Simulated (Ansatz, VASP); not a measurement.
**Two plane-wave programs on Rb**

```xyz
1
Lattice="-2.8025 2.8025 2.8025 2.8025 -2.8025 2.8025 2.8025 2.8025 -2.8025" Properties=species:S:1:pos:R:3 pbc="T T T"
Rb    0.0000    0.0000    0.0000
```

Alike in both runs: functional BLYP; k mesh 4 × 4 × 4; occupations fermi-dirac, width 0.05 eV; no spin polarisation.

```csv
,VASP,Ansatz
version,VASP 6.6.1,Ansatz 0.2.0
potentials or method,"VASP PAW PBE potentials, release 64 (Rb_sv)",Ansatz PAW
plane-wave cutoff (eV),520,420
valence electrons in the cell,9,9
task,single point,band structure
```

|  | VASP | Ansatz | Ansatz less VASP |
| --- | --- | --- | --- |
| gap on the k mesh at the Fermi level (eV) | none | none | - |
| pressure (GPa) | 0.3 | 0.3 | -0.01 |

VASP's potentials were made for PBE, not for BLYP. A gap of «none» marks a metal or a gap that the smearing closes. The functional is the same, so the differences come from potentials, cutoffs and numerics.

The k mesh is coarse, so the values compare programs but aren't converged.
